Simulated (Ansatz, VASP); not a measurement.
## Two plane-wave programs on Nb5O

```
CELL_PARAMETERS angstrom
0.00000 3.80585 3.80585
3.80585 0.00000 3.80585
3.80585 3.80585 0.00000
ATOMIC_POSITIONS crystal
Nb 0.25000 0.25000 0.25000
Nb 0.62269 0.13194 0.62269
Nb 0.62269 0.62269 0.13194
Nb 0.62269 0.62269 0.62269
Nb 0.13194 0.62269 0.62269
O 0.00000 0.00000 0.00000
```

Change from the starting cell: species swapped into the TbCu5 type (F-43m, No. 216).

Alike in both runs: functional PBE; k mesh 4 × 4 × 4; occupations gaussian, width 0.1 eV; no spin polarisation.

Ansatz relaxed the structure, and its values are those at the end. VASP's run is a single point on that final structure, the one shown.

|  | VASP | Ansatz |
| --- | --- | --- |
| version | VASP 6.6.1 | Ansatz 0.2.0 |
| potentials or method | VASP PAW PBE potentials, release 64 (Nb_sv, O), cutoff 520 eV | scalar-relativistic, plane waves, PAW |
| valence electrons in the cell | 71 | 71 |

```csv
,VASP,Ansatz,Ansatz less VASP
gap on the k mesh at the Fermi level (eV),none,none,-
pressure (GPa),-0.1,0.1,+0.23
```

A gap of «none» marks a metal or a gap that the smearing closes.
